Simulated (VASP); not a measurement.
Set up this calculation in VASP 6.6.1, as the native input.

```
Task                   : relaxation of cell and atoms
Functional             : PBEsol
Dispersion             : D4
Potentials or basis    : VASP PAW PBE potentials, release 64 (Te, Cd)
Cutoff                 : 600 eV
k mesh                 : 7 × 7 × 7
Occupations            : fermi-dirac, width 0.05 eV
Spin                   : no spin polarisation
Dipole correction      : no
Further INCAR settings : ALGO = Normal; EDIFF = 1e-06; IBRION = 2; EDIFFG = -0.01; NSW = 60; ISIF = 3
```

The structure of CdTe lies in POSCAR:

```
CdTe
1.0
    0.0000000000      3.2050000000      3.2050000000
    3.2050000000      0.0000000000      3.2050000000
    3.2050000000      3.2050000000      0.0000000000
Te Cd
1 1
Direct
    0.7500000000      0.7500000000      0.7500000000
    0.0000000000      0.0000000000      0.0000000000
```

One way to write it, as run:

INCAR

```
PREC = Accurate
ENCUT = 600
EDIFF = 1E-6
ISMEAR = -1
SIGMA = 0.05
LREAL = False
LASPH = True
NELM = 100
ALGO = Normal
ISIF = 3
LWAVE = False
LCHARG = False
GGA = PS
IVDW = 13
IBRION = 2
NSW = 60
EDIFFG = -0.01
```

KPOINTS

```
regular mesh
0
Gamma
  7 7 7
```

Potentials or basis: VASP PAW PBE potentials, release 64 (Te, Cd).

Run with:

```bash
$ cat potpaw_PBE.64/Te/POTCAR potpaw_PBE.64/Cd/POTCAR > POTCAR
$ mpirun -np 1 vasp_std > vasp.out
```

Results of the run:

| Property | Result |
| --- | --- |
| Relaxed volume | 33.49 Å³/atom |
| Relaxed cell | a = 4.558 Å, b = 4.558 Å, c = 4.558 Å, α = 60.00°, β = 60.00°, γ = 60.00° |
| Space group after relaxing (to 0.05 Å) | F-43m (No. 216) |
| Energy gained by relaxing | 1.4 meV/atom |
| Ionic steps | 3 |
| Pressure after relaxing | 0.0 GPa |
| Band gap on the k mesh | 0.71 eV, direct |
| Dispersion energy per atom | -0.217 eV |

Caveat: the PAW data sets were made with another functional, which shifts forces and pressure a little; spin-orbit coupling is left out, which moves the levels of the heavy elements.

Wall time 28 s on 1 thread of AMD EPYC 9R45 96-Core Processor (Zen 5), on a shared host, peak memory 0.19 GiB.
